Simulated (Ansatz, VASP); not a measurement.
One calculation of SiNi3, two programs

File POSCAR:

```
SiNi3
1.0
    3.5654576373      0.0000000000      0.0000000000
    0.0000000000      3.5654576373      0.0000000000
    0.0000000000      0.0000000000      3.5654576373
Ni Si
3 1
Direct
    0.5000000000      0.5000000000      0.0000000000
    0.5000000000      0.0000000000      0.5000000000
    0.0000000000      0.5000000000      0.5000000000
    0.0000000000      0.0000000000      0.0000000000
```

Contents of INCAR.step1:

```
PREC = Accurate
ENCUT = 520
ISMEAR = -1
SIGMA = 0.05
LREAL = False
LASPH = True
NELM = 150
ISPIN = 2
MAGMOM = 1 1 1 0
LMAXMIX = 4
NBANDS = 29
GGA = PE
ALGO = Normal
EDIFF = 1E-4
LWAVE = True
LCHARG = False
```

Contents of INCAR.step2:

```
PREC = Accurate
ENCUT = 520
EDIFF = 1E-7
ISMEAR = -1
SIGMA = 0.05
LREAL = False
LASPH = True
NELM = 150
ALGO = Normal
ISIF = 2
LWAVE = False
LCHARG = True
ISPIN = 2
MAGMOM = 1 1 1 0
LORBIT = 11
LMAXMIX = 4
METAGGA = R2SCAN
LMIXTAU = True
LELF = True
LVHAR = True
NBANDS = 29
ISTART = 1
```

The input KPOINTS:

```
regular mesh
0
Gamma
  8 8 8
```

File input.yaml:

```yaml
crystal:
  lattice:
    - [3.5654576373, 0.0, 0.0]
    - [0.0, 3.5654576373, 0.0]
    - [0.0, 0.0, 3.5654576373]
  atoms:
    - { symbol: Ni, position: [0.5, 0.5, 0.0], spin: 1.0 }
    - { symbol: Ni, position: [0.5, 0.0, 0.5], spin: 1.0 }
    - { symbol: Ni, position: [0.0, 0.5, 0.5], spin: 1.0 }
    - { symbol: Si, position: [0.0, 0.0, 0.0] }
hamiltonian:
  xc: r2scan
  pseudopotentials: { kind: paw }
magnetization:
  spin_polarized: true
kpoints:
  mp_grid: { grid: [8, 8, 8] }
scf:
  occupations: { method: fermi_dirac, width: 0.05 }
output:
  forces: true
  stress: true
  eigenvalues: true
```

Alike in both runs: task single point; functional r2SCAN; k mesh 8 × 8 × 8; occupations fermi-dirac, width 0.05 eV; collinear spin.

|  | VASP | Ansatz |
| --- | --- | --- |
| version | VASP 6.6.1 | Ansatz 0.2.0 |
| potentials or method | VASP PAW PBE potentials, release 64 (Ni, Si) | Ansatz PAW |
| plane-wave cutoff (eV) | 520 | 500 |
| valence electrons in the cell | 34 | 58 |

|  | VASP | Ansatz | Ansatz less VASP |
| --- | --- | --- | --- |
| gap on the k mesh at the Fermi level (eV) | none | none | - |
| pressure (GPa) | -16.4 | -16.8 | -0.43 |
| net moment per atom (μB) | 0.00 | 0.04 | +0.044 |
| size of the moment on the site where the two differ most (μB) | 0.00 | 0.07 | +0.072 |

VASP's potentials were made for PBE, not for r2SCAN. Site moments also hang on the region over which each program counts them. A gap of «none» marks a metal or a gap that the smearing closes. VASP's potentials hold 34 valence electrons a cell and Ansatz's 58, so a difference there can come from the potentials and not from the codes.

Noted on Ansatz's run: the magnetic or orbital state may not be the lowest.
